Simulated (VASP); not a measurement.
# InP (Fm-3m) in VASP: single point with PBE

Aim: the single point of InP with PBE.

Program: VASP 6.6.1. These are calculated values, not measurements. Logs are shortened: lines on timing, memory, paths and dates and some standing lists are left out, and cuts for length are marked.

## 1. The cell of the first run

It takes space group Fm-3m (No. 225, cubic). Conventional cell: a = 5.710 Å, b = 5.710 Å, c = 5.710 Å, α = 90.00°, β = 90.00°, γ = 90.00°. In (site symmetry m-3m) has 6 P at 2.85 Å within 3.8 Å. Within 3.8 Å of P (site symmetry m-3m) lie 6 In at 2.85 Å.

## 2. Single point, PBE

Input file INCAR:

```
PREC = Accurate ; ENCUT = 520
EDIFF = 1E-6 ; ISMEAR = 0
SIGMA = 0.05 ; LREAL = F
LASPH = T ; NELM = 60
ALGO = Normal ; ISIF = 2
LWAVE = F ; LCHARG = T
GGA = PE ; LELF = T
LVHAR = T ; NBANDS = 16
```

Input file KPOINTS:

```
Automatic mesh
0
Gamma
  10 10 10
```

Input file POSCAR:

```
InP
1.0
    0.0000000000      2.8550000000      2.8550000000
    2.8550000000      0.0000000000      2.8550000000
    2.8550000000      2.8550000000      0.0000000000
In P
1 1
Direct
    0.0000000000      0.0000000000      0.0000000000
    0.5000000000      0.5000000000      0.5000000000
```

Potentials or basis: VASP PAW PBE potentials, release 64 (In_d, P).

Command:

```sh
> cat potpaw_PBE.64/In_d/POTCAR potpaw_PBE.64/P/POTCAR > POTCAR
> mpirun -np 1 vasp_std > vasp.out
```

OUTCAR:

```text
PREC = Accurate
   ENCUT = 520
   EDIFF = 1E-6
   ISMEAR = 0
   LREAL = F
   LASPH = T
   NELM = 60
   ISIF = 2
   GGA = PE

 ion  position               nearest neighbor table
   1  0.000  0.000  0.000-   2 2.85   2 2.85   2 2.85   2 2.85   2 2.85   2 2.85
   2  0.500  0.500  0.500-   1 2.85   1 2.85   1 2.85   1 2.85   1 2.85   1 2.85

  LATTYP: Found a face centered cubic cell.
 ALAT       =     5.7100000000

  Lattice vectors:

 A1 = (   0.0000000000,   2.8550000000,   2.8550000000)
 A2 = (   2.8550000000,   0.0000000000,   2.8550000000)
 A3 = (   2.8550000000,   2.8550000000,   0.0000000000)

Analysis of symmetry for initial positions (statically):
=====================================================================
 Subroutine PRICEL returns:
 Original cell was already a primitive cell.

 Routine SETGRP: Setting up the symmetry group for a
 face centered cubic supercell.

 Subroutine GETGRP returns: Found 48 space group operations
 (whereof 48 operations were pure point group operations)
 out of a pool of 48 trial point group operations.

The static configuration has the point symmetry O_h .

Analysis of symmetry for dynamics (positions and initial velocities):
=====================================================================
 Subroutine PRICEL returns:
 Original cell was already a primitive cell.

 Routine SETGRP: Setting up the symmetry group for a
 face centered cubic supercell.

 Subroutine GETGRP returns: Found 48 space group operations
 (whereof 48 operations were pure point group operations)
 out of a pool of 48 trial point group operations.

The dynamic configuration has the point symmetry O_h .

 Subroutine INISYM returns: Found 48 space group operations
 (whereof 48 operations are pure point group operations),
 and found     1 'primitive' translations

----------------------------------------------------------------------------------------

                                     Primitive cell

  volume of cell :      46.5424

  direct lattice vectors                    reciprocal lattice vectors
     0.000000000  2.855000000  2.855000000    -0.175131349  0.175131349  0.175131349
     2.855000000  0.000000000  2.855000000     0.175131349 -0.175131349  0.175131349
     2.855000000  2.855000000  0.000000000     0.175131349  0.175131349 -0.175131349

  length of vectors
     4.037579721  4.037579721  4.037579721     0.303336394  0.303336394  0.303336394

  position of ions in fractional coordinates (direct lattice)
     0.000000000  0.000000000  0.000000000
     0.500000000  0.500000000  0.500000000

  ion indices of the primitive-cell ions
   primitive index   ion index
                 1           1
                 2           2

----------------------------------------------------------------------------------------

 KPOINTS: Automatic mesh

Automatic generation of k-mesh.
 Grid dimensions read from file:
 generate k-points for:   10   10   10

 Generating k-lattice:

  Cartesian coordinates                     Fractional coordinates (reciprocal lattice)
    -0.017513135  0.017513135  0.017513135     0.100000000  0.000000000  0.000000000
     0.017513135 -0.017513135  0.017513135     0.000000000  0.100000000  0.000000000
     0.017513135  0.017513135 -0.017513135     0.000000000  0.000000000  0.100000000

  Length of vectors
     0.030333639  0.030333639  0.030333639

  Shift w.r.t. Gamma in fractional coordinates (k-lattice)
     0.000000000  0.000000000  0.000000000

 Subroutine IBZKPT returns following result:
 ===========================================

 Found     47 irreducible k-points:

 Following reciprocal coordinates:
            Coordinates               Weight
  0.000000  0.000000  0.000000      1.000000
  0.100000  0.000000  0.000000      8.000000
  0.200000  0.000000  0.000000      8.000000
  0.300000  0.000000  0.000000      8.000000
  0.400000  0.000000  0.000000      8.000000
  0.500000  0.000000  0.000000      4.000000
[... 16 lines left out ...]
  0.300000  0.300000  0.000000      6.000000
  0.400000  0.300000  0.000000     24.000000
 [... further k-points ...]
   k-points           NKPTS =     47   k-points in BZ     NKDIM =     47   number of bands    NBANDS=     16
   number of dos      NEDOS =    301   number of ions     NIONS =      2
   total plane-waves  NPLWV =  27000
   dimension x,y,z NGX =    30 NGY =   30 NGZ =   30
   dimension x,y,z NGXF=    60 NGYF=   60 NGZF=   60
   ions per type =               1   1
   NGX,Y,Z   is equivalent  to a cutoff of  12.35, 12.35, 12.35 a.u.
   NGXF,Y,Z  is equivalent  to a cutoff of  24.70, 24.70, 24.70 a.u.
 SYSTEM =  unknown system
   PREC   = accura    normal or accurate (medium, high low for compatibility)
   ISTART =      0    job   : 0-new  1-cont  2-samecut
   ICHARG =      2    charge: 1-file 2-atom 10-const
   ISPIN  =      1    spin polarized calculation?
   LNONCOLLINEAR =      F non collinear calculations
   LSORBIT =      F    spin-orbit coupling
   LASPH  =      T    aspherical Exc in radial PAW
   ENCUT  =  520.0 eV  38.22 Ry    6.18 a.u.   7.51  7.51  7.51*2*pi/ulx,y,z
   NELM   =     60;   NELMIN=  2; NELMDL= -5     # of ELM steps
   EDIFF  = 0.1E-05   stopping-criterion for ELM
   LREAL  =      F    real-space projection
   EDIFFG = 0.1E-04   stopping-criterion for IOM
   NSW    =      0    number of steps for IOM
   IBRION =     -1    ionic relax: 0-MD 1-quasi-New 2-CG
   NFREE  =      0    steps in history (QN), initial steepest desc. (CG)
   ISIF   =      2    stress and relaxation
   ISYM   =      2    0-nonsym 1-usesym 2-fastsym
   POTIM  = 0.5000    time-step for ionic-motion
   TEBEG  =    0.0;   TEEND  =   0.0 temperature during run
   PSTRESS=    0.0 pullay stress
   NELECT =      18.0000    total number of electrons
   NUPDOWN=      -1.0000    fix difference up-down
   EMIN   =  10.00;   EMAX   =-10.00  energy-range for DOS
   EFERMI =   0.00;   METHOD = LEGACY
   ISMEAR =     0;   SIGMA  =   0.05  broadening in eV -4-tet -1-fermi 0-gaus
   EFERMI_NEDOS =   21; number of points for ismear=-14 and -15
   IALGO  =     38    algorithm
   IMIX   =      4    mixing-type and parameters
     AMIX     =   0.40;   BMIX     =  1.00
     AMIX_MAG =   1.60;   BMIX_MAG =  1.00
  volume/ion in A,a.u.               =      23.27       157.04
  Fermi-wavevector in a.u.,A,eV,Ry     =   1.192750  2.253971 19.356375  1.422653
  Thomas-Fermi vector in A             =   2.328781
   LORBIT       =      0    0 simple, 1 ext, 2 COOP (PROOUT), +10 PAW based schemes
   GGA     = PE    functional components
   LHFCALC =     F    Hartree Fock is set to
   AEXX    =    0.0000 exact exchange contribution
   IVDW    =     0    specifies the selected vdW correction
   LEPSILON=     F    determine dielectric tensor
   LRPA    =     F    only Hartree local field effects (RPA)
 non-spin polarized calculation
 Gauss-broadening in eV      SIGMA  =   0.05
  energy-cutoff  :      520.00
  volume of cell :       46.54
 maximum number of plane-waves:      1271
   NGX = 15   NGY = 15   NGZ = 15

 number of electron      17.9999993 magnetization

 Free energy of the ion-electron system (eV)
  ---------------------------------------------------
  ext. energy  EPLUGINS =         0.00000000
  ---------------------------------------------------
  free energy    TOTEN  =        -7.85273617 eV

  energy without entropy =       -7.85125609  energy(sigma->0) =       -7.85199613

 E-fermi :   5.9073     XC(G=0):  -9.9782

 val. band max:        5.8996984731   @ k =   0.3000   0.0000   0.0000
 cond. band min:       5.9831296829   @ k =  -0.1000   0.1000   0.0000
 fundamental gap:      0.0834312097
 Fermi energy:         5.9072797235

 k-point     1 :       0.0000    0.0000    0.0000
  band No.  band energies     occupation
      1      -8.1403      2.00000
      2      -8.1403      2.00000
      3      -8.1257      2.00000
      4      -8.1257      2.00000
      5      -8.1257      2.00000
      6      -5.4162      2.00000
[... 8 lines left out ...]
     15      13.8915      0.00000
     16      13.8915      0.00000

 k-point     2 :       0.1000    0.0000    0.0000
  band No.  band energies     occupation
      1      -8.1435      2.00000
      2      -8.1435      2.00000
      3      -8.1256      2.00000
      4      -8.1209      2.00000
      5      -8.1209      2.00000
      6      -5.3053      2.00000
[... 8 lines left out ...]
     15      13.5416      0.00000
     16      13.9759      0.00000

 k-point     3 :       0.2000    0.0000    0.0000
  band No.  band energies     occupation
      1      -8.1543      2.00000
      2      -8.1543      2.00000
      3      -8.1259      2.00000
      4      -8.1062      2.00000
      5      -8.1062      2.00000
      6      -4.9815      2.00000
[... 8 lines left out ...]
     15      14.0922      0.00000
     16      14.0922      0.00000

 k-point     4 :       0.3000    0.0000    0.0000
  band No.  band energies     occupation
      1      -8.1682      2.00000
      2      -8.1682      2.00000
      3      -8.1271      2.00000
      4      -8.0872      2.00000
      5      -8.0872      2.00000
      6      -4.4833      2.00000
[... 8 lines left out ...]
     15      15.0701      0.00000
     16      15.0701      0.00000

 k-point     5 :       0.4000    0.0000    0.0000
  band No.  band energies     occupation
      1      -8.1796      2.00000
      2      -8.1796      2.00000
      3      -8.1286      2.00000
      4      -8.0716      2.00000
      5      -8.0716      2.00000
      6      -3.9300      2.00000
[... 8 lines left out ...]
     15      16.2703      0.00000
     16      16.2703      0.00000

 k-point     6 :       0.5000    0.0000    0.0000
  band No.  band energies     occupation
      1      -8.1840      2.00000
      2      -8.1840      2.00000
      3      -8.1293      2.00000
      4      -8.0656      2.00000
      5      -8.0656      2.00000
      6      -3.6447      2.00000
[... 8 lines left out ...]
     15      17.0475      0.00000
     16      17.0475      0.00000

 k-point     7 :       0.1000    0.1000    0.0000
  band No.  band energies     occupation
      1      -8.1519      2.00000
      2      -8.1369      2.00000
      3      -8.1293      2.00000
      4      -8.1183      2.00000
      5      -8.1183      2.00000
      6      -5.2663      2.00000
[... 8 lines left out ...]
     15      14.7542      0.00000
     16      14.7542      0.00000

 k-point     8 :       0.2000    0.1000    0.0000
  band No.  band energies     occupation
      1      -8.1668      2.00000
      2      -8.1402      2.00000
      3      -8.1307      2.00000
      4      -8.1092      2.00000
      5      -8.1048      2.00000
      6      -5.0081      2.00000
[... 8 lines left out ...]
     15      14.9042      0.00000
     16      15.0086      0.00000

 k-point     9 :       0.3000    0.1000    0.0000
  band No.  band energies     occupation
      1      -8.1834      2.00000
      2      -8.1521      2.00000
      3      -8.1288      2.00000
      4      -8.0970      2.00000
      5      -8.0855      2.00000
      6      -4.5590      2.00000
[... 8 lines left out ...]
     15      15.4342      0.00000
     16      15.6382      0.00000
[... 172 lines left out ...]
 k-point    19 :       0.5000    0.2000    0.0000
  band No.  band energies     occupation
      1      -8.2418      2.00000
      2      -8.1549      2.00000
      3      -8.1246      2.00000
      4      -8.0814      2.00000
      5      -8.0604      2.00000
      6      -3.4123      2.00000
[... 8 lines left out ...]
     15      17.4324      0.00000
     16      18.1063      0.00000

 k-point    20 :      -0.4000    0.2000    0.0000
  band No.  band energies     occupation
      1      -8.2292      2.00000
      2      -8.1647      2.00000
      3      -8.1145      2.00000
      4      -8.0848      2.00000
      5      -8.0662      2.00000
      6      -3.3366      2.00000
[... 8 lines left out ...]
     15      16.1938      0.00000
     16      16.9624      0.00000

 k-point    21 :      -0.3000    0.2000    0.0000
  band No.  band energies     occupation
      1      -8.2057      2.00000
      2      -8.1692      2.00000
      3      -8.1135      2.00000
      4      -8.0862      2.00000
      5      -8.0800      2.00000
      6      -3.7467      2.00000
[... 8 lines left out ...]
     15      16.0913      0.00000
     16      17.4842      0.00000

 k-point    22 :      -0.2000    0.2000    0.0000
  band No.  band energies     occupation
      1      -8.1795      2.00000
      2      -8.1683      2.00000
      3      -8.1202      2.00000
      4      -8.0948      2.00000
      5      -8.0868      2.00000
      6      -4.2900      2.00000
[... 8 lines left out ...]
     15      15.9244      0.00000
     16      17.2629      0.00000

 k-point    23 :       0.3000    0.3000    0.0000
  band No.  band energies     occupation
      1      -8.2647      2.00000
      2      -8.1508      2.00000
      3      -8.1176      2.00000
      4      -8.0730      2.00000
      5      -8.0730      2.00000
      6      -4.0782      2.00000
[... 8 lines left out ...]
     15      16.7168      0.00000
     16      18.2576      0.00000

 k-point    24 :       0.4000    0.3000    0.0000
  band No.  band energies     occupation
      1      -8.2931      2.00000
      2      -8.1514      2.00000
      3      -8.1195      2.00000
      4      -8.0647      2.00000
      5      -8.0601      2.00000
      6      -3.6112      2.00000
[... 8 lines left out ...]
     15      17.5474      0.00000
     16      18.7041      0.00000

 [... further k-points ...]
[... 5 lines left out ...]
  --------------------------------------------------------------------------------------
  -------------------------------------------------------------------------------------
  Total       -1.5459903     -1.5459903     -1.5459903      0.0000000     -0.0000000     -0.0000000
  in kB      -53.2192807    -53.2192807    -53.2192807      0.0000000     -0.0000000     -0.0000000
  external PRESSURE =     -53.2192807 kB  Pullay stress =       0.0000000 kB

 VOLUME and BASIS-vectors are now :
 -----------------------------------------------------------------------------
  energy-cutoff  :      520.00
  volume of cell :       46.54
      direct lattice vectors                 reciprocal lattice vectors
     0.000000000  2.855000000  2.855000000    -0.175131349  0.175131349  0.175131349
     2.855000000  0.000000000  2.855000000     0.175131349 -0.175131349  0.175131349
     2.855000000  2.855000000  0.000000000     0.175131349  0.175131349 -0.175131349

 POSITION                                       TOTAL-FORCE (eV/Angst)
 -----------------------------------------------------------------------------------
      0.00000      0.00000      0.00000        -0.000000      0.000000      0.000000
      2.85500      2.85500      2.85500         0.000000     -0.000000     -0.000000
 -----------------------------------------------------------------------------------
    total drift:                               -0.000000      0.000000      0.000000

  FREE ENERGIE OF THE ION-ELECTRON SYSTEM (eV)
  ---------------------------------------------------
  free  energy   TOTEN  =        -7.8527361676 eV

  energy  without entropy=       -7.8512560851  energy(sigma->0) =       -7.85199613
```

It took 63 s on 1 thread of Intel Xeon 8259CL, shared host; peak memory 0.19 GiB.

Results:

```
Free energy            : -7.8527 eV
Pressure               : -5.3 GPa
Band gap on the k mesh : zero (band 9 reaches 6.20 eV, above the bottom of band 10 at 3.91 eV)
```

Caveat: spin-orbit coupling is left out, which moves the levels of the heavy elements.
